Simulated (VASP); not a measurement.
# Ni (P6_3/mmc) in VASP: further runs

Ni is run at these levels: RPBE; tasks: single point.

Everything below comes from runs of VASP 6.6.1. Logs are shortened: lines on timing, memory, paths and dates and some standing lists are left out, and cuts for length are marked.

## Step 1: The cell of the first run

It takes space group P6_3/mmc (No. 194, hexagonal). The conventional cell has a = 2.507 Å, b = 2.507 Å, c = 4.120 Å, α = 90.00°, β = 90.00°, γ = 120.00°. Ni (site symmetry -6m2) has 12 Ni at 2.51 to 2.52 Å within 3.3 Å.

## Step 2: Single point, RPBE

INCAR

```
PREC = Accurate
ENCUT = 520
EDIFF = 1E-6
ISMEAR = -1
SIGMA = 0.1
LREAL = False
LASPH = True
NELM = 100
ALGO = Normal
ISIF = 2
LWAVE = False
LCHARG = False
GGA = RP
NBANDS = 17
```

KPOINTS

```
regular mesh
0
Gamma
  14 14 8
```

POSCAR

```
Ni
1.0
    2.5066113297      0.0000000000      0.0000000000
   -1.2533056649      2.1707890889      0.0000000000
    0.0000000000      0.0000000000      4.1203743074
Ni
2
Direct
    0.3333333333      0.6666666667      0.2500000000
    0.6666666667      0.3333333333      0.7500000000
```

Potentials or basis: VASP PAW PBE potentials, release 64 (Ni).

Command:

```sh
$ cat potpaw_PBE.64/Ni/POTCAR > POTCAR
$ mpirun -np 1 vasp_std > vasp.out
```

OUTCAR:

```text
PREC = Accurate
   ENCUT = 520
   EDIFF = 1E-6
   ISMEAR = -1
   LREAL = False
   LASPH = True
   NELM = 100
   ISIF = 2
   GGA = RP

 ion  position               nearest neighbor table
   1  0.333  0.667  0.250-   2 2.52   2 2.52   2 2.52   2 2.52   2 2.52   2 2.52
   2  0.667  0.333  0.750-   1 2.52   1 2.52   1 2.52   1 2.52   1 2.52   1 2.52

  LATTYP: Found a hexagonal cell.
 ALAT       =     2.5066113297
 C/A-ratio  =     1.6438026345

  Lattice vectors:

 A1 = (   2.5066113297,   0.0000000000,   0.0000000000)
 A2 = (  -1.2533056649,   2.1707890889,   0.0000000000)
 A3 = (   0.0000000000,   0.0000000000,   4.1203743074)

Analysis of symmetry for initial positions (statically):
=====================================================================
 Subroutine PRICEL returns:
 Original cell was already a primitive cell.

 Routine SETGRP: Setting up the symmetry group for a
 hexagonal supercell.

 Subroutine GETGRP returns: Found 24 space group operations
 (whereof 12 operations were pure point group operations)
 out of a pool of 24 trial point group operations.

The static configuration has the point symmetry D_3d.
 The point group associated with its full space group is D_6h.

Analysis of symmetry for dynamics (positions and initial velocities):
=====================================================================
 Subroutine PRICEL returns:
 Original cell was already a primitive cell.

 Routine SETGRP: Setting up the symmetry group for a
 hexagonal supercell.

 Subroutine GETGRP returns: Found 24 space group operations
 (whereof 12 operations were pure point group operations)
 out of a pool of 24 trial point group operations.

The dynamic configuration has the point symmetry D_3d.
 The point group associated with its full space group is D_6h.

 Subroutine INISYM returns: Found 24 space group operations
 (whereof 12 operations are pure point group operations),
 and found     1 'primitive' translations

----------------------------------------------------------------------------------------

                                     Primitive cell

  volume of cell :      22.4203

  direct lattice vectors                    reciprocal lattice vectors
     2.506611330  0.000000000  0.000000000     0.398944977  0.230330990  0.000000000
    -1.253305665  2.170789089  0.000000000     0.000000000  0.460661980  0.000000000
     0.000000000  0.000000000  4.120374307     0.000000000  0.000000000  0.242696397

  length of vectors
     2.506611330  2.506611330  4.120374307     0.460661980  0.460661980  0.242696397

  position of ions in fractional coordinates (direct lattice)
     0.333333333  0.666666667  0.250000000
     0.666666667  0.333333333  0.750000000

  ion indices of the primitive-cell ions
   primitive index   ion index
                 1           1
                 2           2

----------------------------------------------------------------------------------------

 KPOINTS: regular mesh

Automatic generation of k-mesh.
 Grid dimensions read from file:
 generate k-points for:   14   14    8

 Generating k-lattice:

  Cartesian coordinates                     Fractional coordinates (reciprocal lattice)
     0.028496070  0.016452214  0.000000000     0.071428571  0.000000000  0.000000000
     0.000000000  0.032904427  0.000000000     0.000000000  0.071428571  0.000000000
     0.000000000  0.000000000  0.030337050     0.000000000  0.000000000  0.125000000

  Length of vectors
     0.032904427  0.032904427  0.030337050

  Shift w.r.t. Gamma in fractional coordinates (k-lattice)
     0.000000000  0.000000000  0.000000000

 Subroutine IBZKPT returns following result:
 ===========================================

 Found    120 irreducible k-points:

 Following reciprocal coordinates:
            Coordinates               Weight
  0.000000  0.000000  0.000000      1.000000
  0.071429 -0.000000  0.000000      6.000000
  0.142857 -0.000000  0.000000      6.000000
  0.214286  0.000000  0.000000      6.000000
  0.285714  0.000000  0.000000      6.000000
  0.357143  0.000000  0.000000      6.000000
[... 16 lines left out ...]
  0.285714  0.285714  0.000000      6.000000
  0.357143  0.285714  0.000000      6.000000
 [... further k-points ...]
   k-points           NKPTS =    120   k-points in BZ     NKDIM =    120   number of bands    NBANDS=     17
   number of dos      NEDOS =    301   number of ions     NIONS =      2
   total plane-waves  NPLWV =  12800
   dimension x,y,z NGX =    20 NGY =   20 NGZ =   32
   dimension x,y,z NGXF=    40 NGYF=   40 NGZF=   64
   ions per type =               2
   NGX,Y,Z   is equivalent  to a cutoff of  13.26, 13.26, 12.91 a.u.
   NGXF,Y,Z  is equivalent  to a cutoff of  26.53, 26.53, 25.82 a.u.
 SYSTEM =  unknown system
   PREC   = accura    normal or accurate (medium, high low for compatibility)
   ISTART =      0    job   : 0-new  1-cont  2-samecut
   ICHARG =      2    charge: 1-file 2-atom 10-const
   ISPIN  =      1    spin polarized calculation?
   LNONCOLLINEAR =      F non collinear calculations
   LSORBIT =      F    spin-orbit coupling
   LASPH  =      T    aspherical Exc in radial PAW
   ENCUT  =  520.0 eV  38.22 Ry    6.18 a.u.   4.66  4.66  7.66*2*pi/ulx,y,z
   NELM   =    100;   NELMIN=  2; NELMDL= -5     # of ELM steps
   EDIFF  = 0.1E-05   stopping-criterion for ELM
   LREAL  =      F    real-space projection
   EDIFFG = 0.1E-04   stopping-criterion for IOM
   NSW    =      0    number of steps for IOM
   IBRION =     -1    ionic relax: 0-MD 1-quasi-New 2-CG
   NFREE  =      0    steps in history (QN), initial steepest desc. (CG)
   ISIF   =      2    stress and relaxation
   ISYM   =      2    0-nonsym 1-usesym 2-fastsym
   POTIM  = 0.5000    time-step for ionic-motion
   TEBEG  =    0.0;   TEEND  =   0.0 temperature during run
   PSTRESS=    0.0 pullay stress
   NELECT =      20.0000    total number of electrons
   NUPDOWN=      -1.0000    fix difference up-down
   EMIN   =  10.00;   EMAX   =-10.00  energy-range for DOS
   EFERMI =   0.00;   METHOD = LEGACY
   ISMEAR =    -1;   SIGMA  =   0.10  broadening in eV -4-tet -1-fermi 0-gaus
   EFERMI_NEDOS =   21; number of points for ismear=-14 and -15
   IALGO  =     38    algorithm
   IMIX   =      4    mixing-type and parameters
     AMIX     =   0.40;   BMIX     =  1.00
     AMIX_MAG =   1.60;   BMIX_MAG =  1.00
  volume/ion in A,a.u.               =      11.21        75.65
  Fermi-wavevector in a.u.,A,eV,Ry     =   1.575933  2.978081 33.790948  2.483565
  Thomas-Fermi vector in A             =   2.676842
   LORBIT       =      0    0 simple, 1 ext, 2 COOP (PROOUT), +10 PAW based schemes
   GGA     = RP    functional components
   LHFCALC =     F    Hartree Fock is set to
   AEXX    =    0.0000 exact exchange contribution
   IVDW    =     0    specifies the selected vdW correction
   LEPSILON=     F    determine dielectric tensor
   LRPA    =     F    only Hartree local field effects (RPA)
 non-spin polarized calculation
  energy-cutoff  :      520.00
  volume of cell :       22.42
 maximum number of plane-waves:       622
 NGX is ok and might be reduce to    20
   NGX =  9   NGY =  9   NGZ = 15

 number of electron      20.0000012 magnetization

 Free energy of the ion-electron system (eV)
  ---------------------------------------------------
  ext. energy  EPLUGINS =         0.00000000
  ---------------------------------------------------
  free energy    TOTEN  =        -9.84717737 eV

  energy without entropy =       -9.65381428  energy(sigma->0) =       -9.75049582

 E-fermi :   8.9584     XC(G=0): -12.9520

 val. band max:        8.9579663837   @ k =   0.4286   0.0000   0.0000
 cond. band min:       8.9611547118   @ k =   0.5000  -0.0000   0.0000
 fundamental gap:      0.0031883281
 Fermi energy:         8.9584455173

 k-point     1 :       0.0000    0.0000    0.0000
  band No.  band energies     occupation
      1       0.2928      2.00000
      2       4.6743      2.00000
      3       7.1430      2.00000
      4       7.2255      2.00000
      5       7.2255      2.00000
      6       7.4856      2.00000
[... 9 lines left out ...]
     16      33.2233      0.00000
     17      34.0927      0.00000

 k-point     2 :       0.0714   -0.0000    0.0000
  band No.  band energies     occupation
      1       0.4672      2.00000
      2       4.7840      2.00000
      3       7.0274      2.00000
      4       7.3001      2.00000
      5       7.3184      2.00000
      6       7.4474      2.00000
[... 9 lines left out ...]
     16      31.6405      0.00000
     17      34.1976      0.00000

 k-point     3 :       0.1429   -0.0000    0.0000
  band No.  band energies     occupation
      1       0.9801      2.00000
      2       5.0776      2.00000
      3       6.8301      2.00000
      4       7.0778      2.00000
      5       7.3059      2.00000
      6       7.5144      2.00000
[... 9 lines left out ...]
     16      30.7786      0.00000
     17      33.2497      0.00000

 k-point     4 :       0.2143    0.0000    0.0000
  band No.  band energies     occupation
      1       1.7963      2.00000
      2       5.4244      2.00000
      3       6.4886      2.00000
      4       6.6369      2.00000
      5       7.1813      2.00000
      6       7.5631      2.00000
[... 9 lines left out ...]
     16      29.8105      0.00000
     17      30.2285      0.00000
[... 343 lines left out ...]
      1       5.5149      2.00000
      2       5.6605      2.00000
      3       5.7255      2.00000
      4       6.3191      2.00000
      5       6.9534      2.00000
      6       7.1292      2.00000
[... 9 lines left out ...]
     16      22.3650      0.00000
     17      23.4085      0.00000

 k-point    23 :       0.2857    0.2857    0.0000
  band No.  band energies     occupation
      1       5.6317      2.00000
      2       5.7026      2.00000
      3       5.9735      2.00000
      4       6.0247      2.00000
      5       6.9000      2.00000
      6       7.1235      2.00000
[... 9 lines left out ...]
     16      23.5113      0.00000
     17      24.4909      0.00000

 k-point    24 :       0.3571    0.2857    0.0000
  band No.  band energies     occupation
      1       5.7064      2.00000
      2       5.7855      2.00000
      3       5.9008      2.00000
      4       6.1397      2.00000
      5       6.9355      2.00000
      6       7.0138      2.00000
[... 9 lines left out ...]
     16      22.1044      0.00000
     17      23.5930      0.00000

 [... further k-points ...]
[... 5 lines left out ...]
  --------------------------------------------------------------------------------------
  -------------------------------------------------------------------------------------
  Total        0.0455965      0.0455965      0.0357401     -0.0000000      0.0000000      0.0000000
  in kB        3.2583739      3.2583739      2.5540259     -0.0000000      0.0000000      0.0000000
  external PRESSURE =       3.0235912 kB  Pullay stress =       0.0000000 kB

 VOLUME and BASIS-vectors are now :
 -----------------------------------------------------------------------------
  energy-cutoff  :      520.00
  volume of cell :       22.42
      direct lattice vectors                 reciprocal lattice vectors
     2.506611330  0.000000000  0.000000000     0.398944977  0.230330990  0.000000000
    -1.253305665  2.170789089  0.000000000     0.000000000  0.460661980  0.000000000
     0.000000000  0.000000000  4.120374307     0.000000000  0.000000000  0.242696397

 POSITION                                       TOTAL-FORCE (eV/Angst)
 -----------------------------------------------------------------------------------
     -0.00000      1.44719      1.03009        -0.000000      0.000000      0.000000
      1.25331      0.72360      3.09028         0.000000     -0.000000      0.000000
 -----------------------------------------------------------------------------------
    total drift:                               -0.000000      0.000000     -0.000000

  FREE ENERGIE OF THE ION-ELECTRON SYSTEM (eV)
  ---------------------------------------------------
  free  energy   TOTEN  =        -9.8471773683 eV

  energy  without entropy=       -9.6538142794  energy(sigma->0) =       -9.75049582
```

It took 18 s on 1 thread of AMD EPYC 9R45 (Zen 5), shared host; peak memory 0.13 GiB.

What came out:

```
Free energy            : -9.8472 eV
Pressure               : 0.3 GPa
Band gap on the k mesh : zero (band 10 reaches 9.03 eV, above the bottom of band 11 at 8.52 eV)
```

Caveat: the PAW data sets were made with another functional, which shifts forces and pressure a little; the run has no spin polarisation, though such a crystal can be magnetic. Spin polarisation is off, so any magnetic state and its effect on volume and gap are missing.

## Step 3: Single point, RPBE (volume scaled by 0.88)

INCAR

```
SYSTEM = Ni
PREC = Accurate
ENCUT = 520
EDIFF = 1E-6
ISMEAR = -1
SIGMA = 0.1
LREAL = .False.
LASPH = .True.
NELM = 80
ALGO = Normal
ISIF = 2
LWAVE = .False.
LCHARG = .True.
GGA = RP
LELF = .True.
LVHAR = .True.
NBANDS = 17
```

KPOINTS

```
Automatic mesh
0
Gamma
  16 16 9
  0 0 0
```

POSCAR

```
Ni
1.0
    2.4020454598      0.0000000000      0.0000000000
   -1.2010227299      2.0802323892      0.0000000000
    0.0000000000      0.0000000000      3.9484886550
Ni
2
Direct
    0.3333333333      0.6666666667      0.2500000000
    0.6666666667      0.3333333333      0.7500000000
```

Potentials or basis: VASP PAW PBE potentials, release 64 (Ni).

Command:

```sh
$ cat potpaw_PBE.64/Ni/POTCAR > POTCAR
$ mpirun -np 1 vasp_std > vasp.out
```

It took 18 s on 1 thread of AMD EPYC 9R45 (Zen 5), shared host; peak memory 0.13 GiB.

The run converged. Its results:

| Quantity | Value |
| --- | --- |
| Free energy | -9.6122 eV |
| Pressure | 31.5 GPa |
| Band gap on the k mesh | zero (band 10 reaches 10.96 eV, above the bottom of band 11 at 10.39 eV) |

Levels at points of the mesh, in eV from the Fermi level:
```tsv
k point	band 8	band 9	band 10	band 11	band 12	band 13
(0.00, 0.00, 0.00)	-1.29	-1.29	-0.45	-0.19	-0.19	6.69
(0.50, 0.00, 0.00)	-0.04	0.02	0.11	1.70	3.77	10.19
```

Caveat: the PAW data sets were made with another functional, which shifts forces and pressure a little; the run has no spin polarisation, though such a crystal can be magnetic.

[end of part 1 of 3]
